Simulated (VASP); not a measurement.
PrInBr4:

```
Pr In Br
1.0
     2.73454    1.57879    7.16208
    -2.73454    1.57879    7.16208
     0.00000   -3.15757    7.16208
Pr In Br
1 1 4
Direct
  0.50000 0.50000 0.50000
  0.00000 0.00000 0.00000
  0.37943 0.37943 0.37943
  0.62057 0.62057 0.62057
  0.82954 0.82954 0.82954
  0.17046 0.17046 0.17046
```

The cell was built from a structure type or drawn by symmetry, and may not be a known phase.

```yaml
Program: VASP 6.6.1
Task: relaxation of cell and atoms
Functional: PBE
Potentials_or_basis: VASP PAW PBE potentials, release 64 (Pr_3, In_d, Br), 4f in core
Cutoff: 500 eV
k_mesh: 3 × 3 × 3
Occupations: gaussian, width 0.15 eV
Spin: no spin polarisation
```

At the start: pressure 6.4 GPa; volume 30.92 Å³/atom.

Where does the relaxation end?

Over 14 steps the energy falls by 137.3 meV/atom and the volume is 36.63 Å³/atom (+18.5 %); space group R-3m (No. 166, to 0.1 Å) before and after.

Step by step:
```
step  energy change (eV)  largest force (eV/Å)  pressure (GPa)  volume (Å³)
   1              0.0000                2.6710            6.37       185.52
   2             -0.5667                1.0070           -1.72       219.83
   3             -0.7482                0.2459            0.27       205.87
   4             -0.7551                0.2191            0.09       207.56
   5             -0.7624                0.1550           -0.32       211.72
   6             -0.7676                0.1338           -0.27       211.88
   7             -0.7812                0.0680           -0.13       212.37
   8             -0.8001                0.0722            0.16       213.28
   9             -0.7985                0.3907            0.84       214.93
  10             -0.8057                0.2419            0.51       214.17
  11             -0.8116                0.2024            0.44       215.12
  12             -0.8223                0.0969            0.26       217.94
  13             -0.8159                0.0657           -0.01       223.43
  14             -0.8241                0.0463            0.17       219.76
```

Final structure:
```
Pr In Br
1.0
     2.74025    1.58208    8.44839
    -2.74025    1.58208    8.44839
     0.00000   -3.16417    8.44839
Pr In Br
1 1 4
Direct
  0.50000 0.50000 0.50000
  0.00000 0.00000 0.00000
  0.38619 0.38619 0.38619
  0.61381 0.61381 0.61381
  0.83188 0.83188 0.83188
  0.16812 0.16812 0.16812
```

Caveat: the k points lie up to 0.45 Å⁻¹ apart in the final cell; the volume moved by over 15 % at a fixed basis, so the end points are rough; the relaxation stopped at a loose force limit of 0.08 eV/Å, so its end isn't a converged minimum.
